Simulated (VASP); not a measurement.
The system is InAs.

```xyz
2
Lattice="0.0000 2.8773 2.8773 2.8773 0.0000 2.8773 2.8773 2.8773 0.0000" Properties=species:S:1:pos:R:3 pbc="T T T"
In    2.8773    2.8773    2.8773
As    0.0000    0.0000    0.0000
```

Program: VASP 6.6.1. Alike in all runs: task single point; no spin polarisation; cell as given; k mesh 8 × 8 × 8; cutoff (eV) 520.

Order these runs on this cell by their pressure, lowest first.
A. level PBEsol; potentials or basis VASP PAW PBE potentials, release 64 (In_d, As); smearing gaussian 0.05 eV
B. level LDA; potentials or basis VASP PAW LDA potentials, release 64 (In_d, As); smearing gaussian 0.05 eV
C. level BLYP; potentials or basis VASP PAW PBE potentials, release 64 (In_d, As); smearing fermi-dirac 0.05 eV
D. level PBE; potentials or basis VASP PAW PBE potentials, release 64 (In_d, As); smearing gaussian 0.023 eV
E. level RPBE; potentials or basis VASP PAW PBE potentials, release 64 (In_d, As); smearing fermi-dirac 0.05 eV

B (-5.0 GPa), A (-3.2 GPa), D (0.0 GPa), E (1.7 GPa), C (4.7 GPa).

Caveats: the PAW data sets were made with another functional, which shifts forces and pressure a little (some runs).
